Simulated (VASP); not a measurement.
# Si in VASP: a series of runs

Si is run at these levels: PBE; tasks: electric field gradients.

All numbers are computed with VASP 6.6.1; they aren't measurements. Logs are shortened: lines on timing, memory, paths and dates and some standing lists are left out, and cuts for length are marked.

## (1) The cell of the first run

The typed cell holds 2 atoms: a = 3.552 Å, b = 3.554 Å, c = 3.513 Å, α = 100.84°, β = 95.77°, γ = 137.93°.

## (2) Electric field gradients, PBE (equal xy, yz and zx shear strains of -3 %)

Contents of INCAR:

```
SYSTEM = Si
ALGO = Normal
EDIFF = 1E-8
ENCUT = 520
GGA = PE
ISIF = 2
ISMEAR = -1
LASPH = .True.
LCHARG = .False.
LEFG = .True.
LREAL = .False.
LWAVE = .False.
NBANDS = 11
NELM = 80
PREC = Accurate
SIGMA = 0.05
```

Contents of KPOINTS:

```
k-points
0
Gamma
  16 16 16
  0 0 0
```

Contents of POSCAR:

```
Si
1.0
   -2.3056525000      2.3831400000      1.2732375000
    2.2674025000     -2.4213900000      1.2767625000
    2.2345975000      2.3538600000     -1.3442925000
Si
2
Direct
    0.8070000000      0.5570000000      0.2500000000
    0.1930000000      0.4430000000      0.7500000000
```

Potentials or basis: VASP PAW PBE potentials, release 64 (Si).

On the command line:

```
$ cat potpaw_PBE.64/Si/POTCAR > POTCAR
$ mpirun -np 1 vasp_std > vasp.out
```

OUTCAR:

```text
SYSTEM = Si
   EDIFF = 1E-8
   ENCUT = 520
   GGA = PE
   ISIF = 2
   ISMEAR = -1
   LASPH = .True.
   LREAL = .False.
   NELM = 80
   PREC = Accurate

 ion  position               nearest neighbor table
   1  0.807  0.557  0.250-   2 2.38   2 2.40   2 2.43   2 2.48   2 2.70   2 2.78
   2  0.193  0.443  0.750-   1 2.38   1 2.40   1 2.43   1 2.48   1 2.70   1 2.78

  LATTYP: Found a triclinic cell.
 ALAT       =     3.5519745835
 B/A-ratio  =     1.2677491717
 C/A-ratio  =     0.7180720542
 COS(alpha) =     0.0297616073
 COS(beta)  =     0.3580512859
 COS(gamma) =     0.6644099427

  Lattice vectors:

 A1 = (  -2.3056525000,   2.3831400000,   1.2732375000)
 A2 = (  -4.5020000000,   0.0675300000,   0.0675300000)
 A3 = (  -0.0382500000,  -0.0382500000,   2.5500000000)

Analysis of symmetry for initial positions (statically):
=====================================================================
 Subroutine PRICEL returns:
 Original cell was already a primitive cell.

 Routine SETGRP: Setting up the symmetry group for a
 triclinic supercell.

 Subroutine GETGRP returns: Found  2 space group operations
 (whereof  2 operations were pure point group operations)
 out of a pool of  2 trial point group operations.

The static configuration has the point symmetry S_2 .

Analysis of symmetry for dynamics (positions and initial velocities):
=====================================================================
 Subroutine PRICEL returns:
 Original cell was already a primitive cell.

 Routine SETGRP: Setting up the symmetry group for a
 triclinic supercell.

 Subroutine GETGRP returns: Found  2 space group operations
 (whereof  2 operations were pure point group operations)
 out of a pool of  2 trial point group operations.

The dynamic configuration has the point symmetry S_2 .

 Subroutine INISYM returns: Found  2 space group operations
 (whereof  2 operations are pure point group operations),
 and found     1 'primitive' translations

----------------------------------------------------------------------------------------

                                     Primitive cell
[... 129 lines left out ...]

 Free energy of the ion-electron system (eV)
  ---------------------------------------------------
  ext. energy  EPLUGINS =         0.00000000
  ---------------------------------------------------
  free energy    TOTEN  =       -10.08894806 eV

  energy without entropy =      -10.08309304  energy(sigma->0) =      -10.08602055

 E-fermi :  10.6886     XC(G=0): -11.3797

 val. band max:       10.6873605666   @ k =   0.5000  -0.0625   0.4375
 cond. band min:      10.6918127651   @ k =   0.0625   0.3125   0.1250
 fundamental gap:      0.0044521985
 Fermi energy:        10.6885998918

 k-point     1 :       0.0000    0.0000    0.0000
  band No.  band energies     occupation
      1      -4.1166      2.00000
      2       7.5424      2.00000
      3       8.4183      2.00000
      4       9.0006      2.00000
      5      11.8462      0.00000
      6      18.4832      0.00000
      7      19.8651      0.00000
      8      20.6787      0.00000
      9      21.1206      0.00000
     10      21.6394      0.00000
     11      22.5151      0.00000
[... 309 lines left out ...]
 k-point    24 :      -0.1250    0.0625    0.0000
  band No.  band energies     occupation
      1      -3.9020      2.00000
      2       6.3163      2.00000
      3       8.2483      2.00000
      4      10.3604      1.99718
      5      12.6187      0.00000
      6      16.6282      0.00000
      7      19.1908      0.00000
      8      19.7599      0.00000
      9      21.0293      0.00000
     10      21.6580      0.00000
     11      22.8771      0.00000

 [... further k-points ...]
[... 5 lines left out ...]
  --------------------------------------------------------------------------------------
  -------------------------------------------------------------------------------------
  Total        2.5073181      3.0167148      2.4707758      0.4380728      0.4261129      0.3460152
  in kB      147.8417648    177.8778839    145.6870802     25.8305685     25.1253653     20.4024788
  external PRESSURE =     157.1355763 kB  Pullay stress =       0.0000000 kB

 VOLUME and BASIS-vectors are now :
 -----------------------------------------------------------------------------
  energy-cutoff  :      520.00
  volume of cell :       27.17
      direct lattice vectors                 reciprocal lattice vectors
    -2.305652500  2.383140000  1.273237500     0.009190914  0.217175223  0.395552355
     2.267402500 -2.421390000  1.276762500     0.228199686  0.009358799  0.395720240
     2.234597500  2.353860000 -1.344292500     0.225441277  0.214584699  0.006600390

 POSITION                                       TOTAL-FORCE (eV/Angst)
 -----------------------------------------------------------------------------------
     -0.03907      1.16294      1.40259        -0.101877      0.045638     -0.003600
      2.23542      1.15267     -0.19688         0.101877     -0.045638      0.003600
 -----------------------------------------------------------------------------------
    total drift:                                0.000000     -0.000000     -0.000000

  FREE ENERGIE OF THE ION-ELECTRON SYSTEM (eV)
  ---------------------------------------------------
  free  energy   TOTEN  =       -10.0889480571 eV

  energy  without entropy=      -10.0830930415  energy(sigma->0) =      -10.08602055

 Electric field gradients (V/A^2)
---------------------------------------------------------------------
 ion       V_xx      V_yy      V_zz      V_xy      V_xz      V_yz
---------------------------------------------------------------------
   1       9.847   -26.163    16.316    -0.120    -2.977    -0.095
   2       9.847   -26.163    16.316    -0.120    -2.977    -0.095
---------------------------------------------------------------------

 Electric field gradients after diagonalization (V/A^2)
 (convention: |V_zz| > |V_xx| > |V_yy|)
----------------------------------------------------------------------
 ion       V_xx      V_yy      V_zz     asymmetry (V_yy - V_xx)/ V_zz
----------------------------------------------------------------------
   1      17.478     8.686   -26.164       0.336
   2      17.478     8.686   -26.164       0.336
----------------------------------------------------------------------

           NMR quadrupolar parameters

 Cq : quadrupolar parameter    Cq=e*Q*V_zz/h
 eta: asymmetry parameters     (V_yy - V_xx)/ V_zz
 Q  : nuclear electric quadrupole moment in mb (millibarn)
----------------------------------------------------------------------
 ion       Cq(MHz)       eta       Q (mb)
----------------------------------------------------------------------
   1      -0.063       0.336       1.000
   2      -0.063       0.336       1.000
----------------------------------------------------------------------
```

OSZICAR:

```text
N       E                     dE             d eps       ncg     rms          rms(c)
DAV:   1     0.609342389308E+01    0.60934E+01   -0.35130E+03 45184   0.617E+02
DAV:   2    -0.970023672889E+01   -0.15794E+02   -0.15195E+02 58906   0.873E+01
DAV:   3    -0.101106928525E+02   -0.41046E+00   -0.40718E+00 58209   0.114E+01
DAV:   4    -0.101121834449E+02   -0.14906E-02   -0.14903E-02 53885   0.850E-01
DAV:   5    -0.101121891440E+02   -0.56991E-05   -0.56999E-05 56527   0.476E-02    0.491E+00
DAV:   6    -0.100977530861E+02    0.14436E-01   -0.48518E-03 53380   0.360E-01    0.286E+00
DAV:   7    -0.100890033037E+02    0.87498E-02   -0.97801E-03 51896   0.555E-01    0.228E-01
DAV:   8    -0.100889541868E+02    0.49117E-04   -0.83314E-04 52990   0.164E-01    0.589E-02
DAV:   9    -0.100889485938E+02    0.55930E-05   -0.38246E-05 54092   0.401E-02    0.428E-02
DAV:  10    -0.100889482011E+02    0.39274E-06   -0.26297E-06 55674   0.107E-02    0.384E-03
DAV:  11    -0.100889480902E+02    0.11087E-06   -0.18028E-07 53921   0.244E-03    0.138E-03
DAV:  12    -0.100889480750E+02    0.15289E-07   -0.29785E-08 51800   0.851E-04    0.210E-04
DAV:  13    -0.100889480594E+02    0.15528E-07   -0.19212E-09 29340   0.293E-04    0.146E-04
DAV:  14    -0.100889480571E+02    0.23501E-08   -0.98002E-11 28392   0.810E-05
   1 F= -.10088948E+02 E0= -.10086021E+02  d E =-.585502E-02
```

stdout:

```text
POSCAR found type information on POSCAR Si
 POSCAR found :  1 types and       2 ions
 scaLAPACK will be used
 LDA part: xc-table for (Slater+PW92), standard interpolation
 POSCAR, INCAR and KPOINTS ok, starting setup
 FFT: planning ... GRIDC
 FFT: planning ... GRID_SOFT
 FFT: planning ... GRID
 WAVECAR not read
 entering main loop
ion   1
     0.0000353    -0.0702268    -0.0553379    -0.8467473     0.2297951    -1.0443453
     0.0000487    -0.0702268    -0.0553379    -0.8467473     0.2297951    -1.0443453
     0.0000670    -0.0702268    -0.0553379    -0.8467473     0.2297951    -1.0443453
     0.0000923    -0.0702268    -0.0553379    -0.8467473     0.2297951    -1.0443453

     0.0000353     0.2250244     0.2020715   -12.6359541     2.7879928   -16.0385963
     0.0000487     0.2250240     0.2020712   -12.6359406     2.7879899   -16.0385791
     0.0000670     0.2250234     0.2020707   -12.6359180     2.7879850   -16.0385504
     0.0000923     0.2250224     0.2020698   -12.6358806     2.7879769   -16.0385028

ion   2
     0.0000353    -0.0702268    -0.0553379    -0.8467473     0.2297951    -1.0443453
     0.0000487    -0.0702268    -0.0553379    -0.8467473     0.2297951    -1.0443453
     0.0000670    -0.0702268    -0.0553379    -0.8467473     0.2297951    -1.0443453
     0.0000923    -0.0702268    -0.0553379    -0.8467473     0.2297951    -1.0443453

     0.0000353     0.2250244     0.2020715   -12.6359541     2.7879928   -16.0385963
     0.0000487     0.2250240     0.2020712   -12.6359406     2.7879899   -16.0385791
     0.0000670     0.2250234     0.2020707   -12.6359180     2.7879850   -16.0385504
     0.0000923     0.2250224     0.2020698   -12.6358806     2.7879769   -16.0385028
```

Wall time 8.9 min (1 thread of Intel Xeon Platinum 8124M at 3.00GHz (Skylake/Cascade Lake), shared host); peak memory 0.56 GiB.

What came out:

| Item | Value |
| --- | --- |
| Free energy | -10.0889 eV |
| Pressure | 15.7 GPa |
| Largest force | 0.112 eV/Å |
| Band gap on the k mesh | zero (bands 4 and 5 overlap by 7.56 eV) |
| Largest electric field gradient by atom | Si -26.2 V/Å² |

Forces on the atoms (eV/Å):
```
Si  -0.102  0.046 -0.004
Si   0.102 -0.046  0.004
```

Stress tensor (GPa, compression positive):
```
14.78  2.58  2.04
 2.58 17.79  2.51
 2.04  2.51 14.57
```

Levels at points of the mesh, in eV from the Fermi level:
```tsv
k point	band 1	band 2	band 3	band 4	band 5	band 6	band 7	band 8
(0.00, 0.00, 0.00)	-14.81	-3.15	-2.27	-1.69	1.16	7.79	9.18	9.99
(0.50, 0.00, 0.00)	-7.73	-7.47	-1.97	-1.51	-1.46	-0.06	4.39	4.80
(0.00, 0.50, 0.00)	-7.60	-7.20	-2.92	-2.35	-1.69	0.99	4.67	5.90
(0.50, 0.50, 0.00)	-11.56	-11.54	0.42	0.44	3.23	3.29	8.43	8.85
(0.00, 0.00, 0.50)	-11.35	-11.35	-0.10	-0.09	2.65	2.69	8.61	8.73
(0.50, 0.00, 0.50)	-8.13	-7.40	-2.96	-1.73	-1.22	1.32	5.82	6.63
(0.00, 0.50, 0.50)	-8.13	-7.77	-1.95	-1.25	-0.85	0.39	5.43	5.67
(0.50, 0.50, 0.50)	-9.20	-8.16	-7.68	-7.39	5.81	6.56	14.17	14.62
```

Electric field gradients, principal values (V/Å²):
| atom | least | middle | greatest (by size) |
| --- | --- | --- | --- |
| 1 Si | 8.686 | 17.478 | -26.164 |
| 2 Si | 8.686 | 17.478 | -26.164 |

Caveat: the cell differs from its parent crystal (equal xy, yz and zx shear strains of -3 %); the cell stands under pressure; without QUAD_EFG the Cq values of the log hold for a quadrupole moment of 1 mb, not for the nuclei.

## (3) Electric field gradients, PBE (xy shear strain of +3 %)

Contents of INCAR:

```
SYSTEM = Si
PREC = Accurate
ENCUT = 520
EDIFF = 1E-8
ISMEAR = -1
SIGMA = 0.05
LREAL = .FALSE.
LASPH = .TRUE.
NELM = 100
ALGO = Normal
ISIF = 2
LWAVE = .FALSE.
LCHARG = .FALSE.
GGA = PE
LEFG = .TRUE.
NBANDS = 11
```

Contents of KPOINTS:

```
regular mesh
0
G
  16 16 16
  0 0 0
```

Contents of POSCAR:

```
Si
1.0
   -2.2154725000      2.3347350000      1.2750000000
    2.2154725000     -2.3347350000      1.2750000000
    2.2865275000      2.4022650000     -1.2750000000
Si
2
Direct
    0.8070000000      0.5570000000      0.2500000000
    0.1930000000      0.4430000000      0.7500000000
```

Potentials or basis: VASP PAW PBE potentials, release 64 (Si).

On the command line:

```
$ cat potpaw_PBE.64/Si/POTCAR > POTCAR
$ mpirun -np 1 vasp_std > vasp.out
```

OUTCAR:

```text
SYSTEM = Si
   PREC = Accurate
   ENCUT = 520
   EDIFF = 1E-8
   ISMEAR = -1
   LREAL = .FALSE.
   LASPH = .TRUE.
   NELM = 100
   ISIF = 2
   GGA = PE

 ion  position               nearest neighbor table
   1  0.807  0.557  0.250-   2 2.39   2 2.39   2 2.46   2 2.46   2 2.74   2 2.74
   2  0.193  0.443  0.750-   1 2.39   1 2.39   1 2.46   1 2.46   1 2.74   1 2.74

  LATTYP: Found a base centered monoclinic cell.
 ALAT       =     6.4371751315
 B/A-ratio  =     0.3961364959
 C/A-ratio  =     0.6994537751
 COS(beta)  =    -0.6773798044

  Lattice vectors:

 A1 = (  -2.2154725000,   2.3347350000,  -1.2750000000)
 A2 = (  -2.2154725000,   2.3347350000,   1.2750000000)
 A3 = (   4.5020000000,   0.0675300000,  -0.0000000000)

Analysis of symmetry for initial positions (statically):
=====================================================================
 Subroutine PRICEL returns:
 Original cell was already a primitive cell.

 Routine SETGRP: Setting up the symmetry group for a
 base centered monoclinic supercell.

 Subroutine GETGRP returns: Found  4 space group operations
 (whereof  2 operations were pure point group operations)
 out of a pool of  4 trial point group operations.

The static configuration has the point symmetry S_2 .
 The point group associated with its full space group is C_2h.

Analysis of symmetry for dynamics (positions and initial velocities):
=====================================================================
 Subroutine PRICEL returns:
 Original cell was already a primitive cell.

 Routine SETGRP: Setting up the symmetry group for a
 base centered monoclinic supercell.

 Subroutine GETGRP returns: Found  4 space group operations
[... 169 lines left out ...]
      9      21.3394      0.00000
     10      21.4741      0.00000
     11      22.7508      0.00000
[... 309 lines left out ...]
 k-point    24 :      -0.1250    0.0625   -0.0000
  band No.  band energies     occupation
      1      -3.8998      2.00000
      2       6.8871      2.00000
      3       7.6156      2.00000
      4       9.9963      2.00000
      5      13.0049      0.00000
      6      16.6249      0.00000
      7      18.9035      0.00000
      8      20.0753      0.00000
      9      20.6866      0.00000
     10      21.7904      0.00000
     11      23.1886      0.00000

 [... further k-points ...]
[... 5 lines left out ...]
  --------------------------------------------------------------------------------------
  -------------------------------------------------------------------------------------
  Total        2.4709312      3.0065565      2.4892458     -0.3841949      0.0000000     -0.0000000
  in kB      145.6296814    177.1979192    146.7090959    -22.6433600      0.0000000     -0.0000000
  external PRESSURE =     156.5122322 kB  Pullay stress =       0.0000000 kB

 VOLUME and BASIS-vectors are now :
 -----------------------------------------------------------------------------
  energy-cutoff  :      520.00
  volume of cell :       27.18
      direct lattice vectors                 reciprocal lattice vectors
    -2.215472500  2.334735000  1.275000000    -0.003167274  0.211151583  0.392156863
     2.215472500 -2.334735000  1.275000000     0.222173490 -0.003332602  0.392156863
     2.286527500  2.402265000 -1.275000000     0.219006216  0.207818981  0.000000000

 POSITION                                       TOTAL-FORCE (eV/Angst)
 -----------------------------------------------------------------------------------
      0.01776      1.18425      1.42035         0.000000      0.000000      0.003847
      2.26876      1.21801     -0.14535        -0.000000     -0.000000     -0.003847
 -----------------------------------------------------------------------------------
    total drift:                                0.000000     -0.000000     -0.000000

  FREE ENERGIE OF THE ION-ELECTRON SYSTEM (eV)
  ---------------------------------------------------
  free  energy   TOTEN  =       -10.1011199335 eV

  energy  without entropy=      -10.0949951892  energy(sigma->0) =      -10.09805756

 Electric field gradients (V/A^2)
---------------------------------------------------------------------
 ion       V_xx      V_yy      V_zz      V_xy      V_xz      V_yz
---------------------------------------------------------------------
   1      10.035   -26.301    16.265     0.017    -0.000    -0.000
   2      10.035   -26.301    16.265     0.017    -0.000    -0.000
---------------------------------------------------------------------

 Electric field gradients after diagonalization (V/A^2)
 (convention: |V_zz| > |V_xx| > |V_yy|)
----------------------------------------------------------------------
 ion       V_xx      V_yy      V_zz     asymmetry (V_yy - V_xx)/ V_zz
----------------------------------------------------------------------
   1      16.265    10.036   -26.301       0.237
   2      16.265    10.036   -26.301       0.237
----------------------------------------------------------------------

           NMR quadrupolar parameters

 Cq : quadrupolar parameter    Cq=e*Q*V_zz/h
 eta: asymmetry parameters     (V_yy - V_xx)/ V_zz
 Q  : nuclear electric quadrupole moment in mb (millibarn)
----------------------------------------------------------------------
 ion       Cq(MHz)       eta       Q (mb)
----------------------------------------------------------------------
   1      -0.064       0.237       1.000
   2      -0.064       0.237       1.000
----------------------------------------------------------------------
```

Run time: 4.8 min. Hardware: 1 thread of AMD EPYC 7R43 (Zen 3), shared host; peak memory 0.32 GiB.

What came out:

```
Free energy                             : -10.1011 eV
Pressure                                : 15.7 GPa
Largest force                           : 0.004 eV/Å
Band gap on the k mesh                  : zero (bands 4 and 5 overlap by 7.48 eV)
Largest electric field gradient by atom : Si -26.3 V/Å²
```

Forces on the atoms (eV/Å):
```
Si   0.000  0.000  0.004
Si   0.000  0.000 -0.004
```

Stress tensor (GPa, compression positive):
```
14.56 -2.26  0.00
-2.26 17.72  0.00
 0.00  0.00 14.67
```

Electric field gradients, principal values (V/Å²):
```csv
atom,least,middle,greatest (by size)
1 Si,10.036,16.265,-26.301
2 Si,10.036,16.265,-26.301
```

Caveat: the cell differs from its parent crystal (xy shear strain of +3 %); the cell stands under pressure; without QUAD_EFG the Cq values of the log hold for a quadrupole moment of 1 mb, not for the nuclei.

(Continued in part 2 of 2.)
